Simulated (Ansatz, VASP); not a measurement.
## Two plane-wave programs on TiC

INCAR

```
SYSTEM = TiC
PREC = Accurate ; ENCUT = 520
EDIFF = 1E-6 ; ISMEAR = 0
SIGMA = 0.15 ; LREAL = .FALSE.
LASPH = .TRUE. ; NELM = 100
ALGO = Normal ; ISIF = 2
LWAVE = .FALSE. ; LCHARG = .TRUE.
GGA = PE ; LELF = .TRUE.
LVHAR = .TRUE. ; NBANDS = 15
```

The input KPOINTS:

```
regular mesh
0
G
  18 18 18
  0 0 0
```

Contents of POSCAR:

```
TiC
1.0
    0.0000000000      2.1640000000      1.9476000000
    2.1640000000      0.0000000000      1.9476000000
    2.1640000000      2.1640000000      0.0000000000
Ti C
1 1
Direct
    0.0000000000      0.0000000000      0.0000000000
    0.5000000000      0.5000000000      0.5000000000
```

Input for Ansatz:

```yaml
crystal:
  lattice:
    - [0.0, 2.164, 1.9476]
    - [2.164, 0.0, 1.9476]
    - [2.164, 2.164, 0.0]
  atoms:
    - { symbol: Ti, position: [0.0, 0.0, 0.0] }
    - { symbol: C, position: [0.5, 0.5, 0.5] }
basis:
  ecutwfc: 420
kpoints:
  mp_grid: { grid: [18, 18, 18] }
hamiltonian:
  xc: pbe
scf:
  occupations: { method: gaussian, width: 0.15 }
output:
  forces: true
  stress: true
  eigenvalues: true
```

Change from the starting cell: strain -0.1000 x Voigt [0, 0, 1, 0, 0, 0], atoms carried along.

Alike in both runs: task single point; functional PBE; k mesh 18 × 18 × 18; occupations gaussian, width 0.15 eV; no spin polarisation.

```csv
,VASP,Ansatz
version,VASP 6.6.1,Ansatz 0.2.0
potentials or method,"VASP PAW PBE potentials, release 64 (Ti_sv, C), cutoff 520 eV","scalar-relativistic, plane waves, PAW"
valence electrons in the cell,16,16
```

VASP gave:

| Item | Value |
| --- | --- |
| gap on the k mesh at the Fermi level (eV) | none |
| pressure (GPa) | 40.5 |
| traceless stress, the component that is largest in VASP (GPa) | 50.35 |

What did Ansatz give for the same quantities?

gap on the k mesh at the Fermi level (eV): none; pressure (GPa): 40.4; traceless stress, the component that is largest in VASP (GPa): 50.34.

A gap of «none» marks a metal or a gap that the smearing closes. Both programs put the cell under a high pressure, so it lies far from rest at this level.
